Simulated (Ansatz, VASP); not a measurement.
## Two plane-wave programs on P

```
CELL_PARAMETERS angstrom
-1.75917 2.61577 1.85894
1.75917 -2.61577 1.85894
1.75917 2.61577 -1.85894
ATOMIC_POSITIONS crystal
P 0.80331 0.05331 0.75000
P 0.19669 0.94669 0.25000
```

Change from the starting cell: strain +0.040 along x and y, +0.000 along z, atoms carried along.

Alike in both runs: task single point; functional r2SCAN; k mesh 18 × 18 × 18; occupations gaussian, width 0.15 eV; no spin polarisation.

|  | VASP | Ansatz |
| --- | --- | --- |
| version | VASP 6.6.1 | Ansatz 0.2.0 |
| potentials or method | VASP PAW PBE potentials, release 64 (P), cutoff 520 eV | scalar-relativistic, plane waves, PAW |
| valence electrons in the cell | 10 | 10 |

VASP gave:

* gap on the k mesh at the Fermi level (eV): none
* pressure (GPa): -6.3
* traceless stress, the component that is largest in VASP (GPa): 4.90
* rms of the force components (eV/Å): 0.128

**Question.** What did Ansatz give for the same quantities?

**Answer.** gap on the k mesh at the Fermi level (eV): none; pressure (GPa): -5.9; traceless stress, the component that is largest in VASP (GPa): 4.94; rms of the force components (eV/Å): 0.082.

VASP's potentials were made for PBE, not for r2SCAN. Atom by atom the forces differ by 0.046 eV/Å (rms over components). A gap of «none» marks a metal or a gap that the smearing closes.
